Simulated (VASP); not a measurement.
**CsMgF3: single point with LDA**

CsMgF3:

```
Cs Mg F
1.0
     4.25231    0.00000    0.00000
     0.00000    4.25231    0.00000
     0.00000    0.00000    4.25231
Cs Mg F
1 1 3
Direct
  0.00000 0.00000 0.00000
  0.50000 0.50000 0.50000
  0.00000 0.48545 0.48545
  0.50000 0.98545 0.48545
  0.50000 0.48545 0.98545
```

This cell differs from its parent crystal: all F atoms moved +0.087 Å, as atom 3 towards its neighbour atom 1 (Cs) at 3.007 Å.

* Program: VASP 6.6.1
* Task: single point
* Functional: LDA
* Potentials or basis: VASP PAW LDA potentials, release 64 (Cs_sv, Mg, F)
* Cutoff: 520 eV
* k mesh: 6 × 6 × 6
* Occupations: gaussian, width 0.05 eV
* Spin: no spin polarisation

* Pressure: -7.1 GPa
* Largest force: 0.190 eV/Å
* Band gap on the k mesh: 6.34 eV, direct

Forces on the atoms (eV/Å):
```
Cs   0.000 -0.131 -0.131
Mg   0.000 -0.134 -0.134
F    0.000  0.123  0.123
F    0.000  0.024  0.119
F    0.000  0.119  0.024
```

Stress tensor (GPa, compression positive):
```
-7.24  0.00  0.00
 0.00 -7.00  0.05
 0.00  0.05 -7.00
```

Levels at points of the mesh, in eV from the valence-band top:
```
           k point  band 13  band 14  band 15  band 16  band 17  band 18  band 19  band 20
(0.00, 0.00, 0.00)    -0.70    -0.01     0.00     0.00     6.34     8.41     8.41    11.20
(0.50, 0.00, 0.00)    -0.67    -0.66    -0.42    -0.41     9.06     9.20     9.51    11.45
(0.00, 0.50, 0.00)    -0.67    -0.66    -0.42    -0.42     9.05     9.22     9.51    11.48
(0.50, 0.50, 0.00)    -1.06    -0.23    -0.18    -0.17     8.83    10.41    11.66    11.66
(0.00, 0.50, 0.50)    -1.06    -0.24    -0.18    -0.16     8.82    10.43    11.67    11.69
(0.50, 0.50, 0.50)    -0.20    -0.17    -0.17    -0.16     8.63     8.63     8.64    11.91
```

It took 44 s on 1 thread of Intel(R) Xeon(R) Platinum 8488C (Sapphire Rapids) (shared host), peak memory 0.21 GiB.

Caveat: the cell differs from its parent crystal (all F atoms moved +0.087 Å, as atom 3 towards its neighbour atom 1 (Cs) at 3.007 Å); spin-orbit coupling is left out, which moves the levels of the heavy elements. A k mesh can miss the band edges.
